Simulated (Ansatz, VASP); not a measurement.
Two plane-wave programs on CdSe

```
CELL_PARAMETERS angstrom
0.00000 2.78161 2.78161
2.78161 0.00000 2.78161
2.78161 2.78161 0.00000
ATOMIC_POSITIONS crystal
Cd 0.00000 0.00000 0.00000
Se 0.50000 0.50000 0.50000
```

Alike in both runs: functional LDA; k mesh 12 × 12 × 12; occupations fermi-dirac, width 0.05 eV; no spin polarisation.

Ansatz relaxed the structure, and its values are those at the end. VASP's run is a single point on that final structure, the one shown.

|  | VASP | Ansatz |
| --- | --- | --- |
| version | VASP 6.6.1 | Ansatz 0.2.0 |
| potentials or method | VASP PAW LDA potentials, release 64 (Cd, Se) | PAW with Ansatz's default frozen-core files, scalar-relativistic |
| plane-wave cutoff (eV) | 520 | 420 |
| valence electrons in the cell | 18 | 36 |

Ansatz gave:

- pressure (GPa): 0.0

Task: What did VASP give for the same quantities?

Result: Pressure (GPa): 0.7.

LDA's correlation is that of Perdew and Zunger in VASP and of Perdew and Wang (1992) in Ansatz. VASP's potentials hold 18 valence electrons a cell and Ansatz's 36, so a difference there can come from the potentials and not from the codes.
